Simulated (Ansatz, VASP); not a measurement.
# BP: VASP beside Ansatz

```
CELL_PARAMETERS angstrom
0.00000 2.23571 2.33707
2.23571 0.00000 2.33707
2.23571 2.23571 0.00000
ATOMIC_POSITIONS crystal
B 0.00000 0.00000 0.00000
P 0.75000 0.75000 0.75000
```

Change from the starting cell: z stretched by +3 % at fixed volume, PAW files.

Alike in both runs: task electric field gradients; functional PBE; k mesh 12 × 12 × 12; occupations fermi-dirac, width 0.08 eV; no spin polarisation.

|  | VASP | Ansatz |
| --- | --- | --- |
| version | VASP 6.6.1 | Ansatz 0.2.0 |
| potentials or method | VASP PAW PBE potentials, release 64 (B, P) | PAW with Ansatz's default frozen-core files, scalar-relativistic |
| plane-wave cutoff (eV) | 520 | 420 |
| valence electrons in the cell | 8 | 8 |

|  | VASP | Ansatz | Ansatz less VASP |
| --- | --- | --- | --- |
| pressure (GPa) | 0.9 | 1.1 | +0.23 |
| traceless stress, the component that is largest in VASP (GPa) | -8.40 | -8.38 | +0.013 |
| size of Vzz on the site where it differs most (V/Å²) | 0.3 | 0.6 | +0.23 |
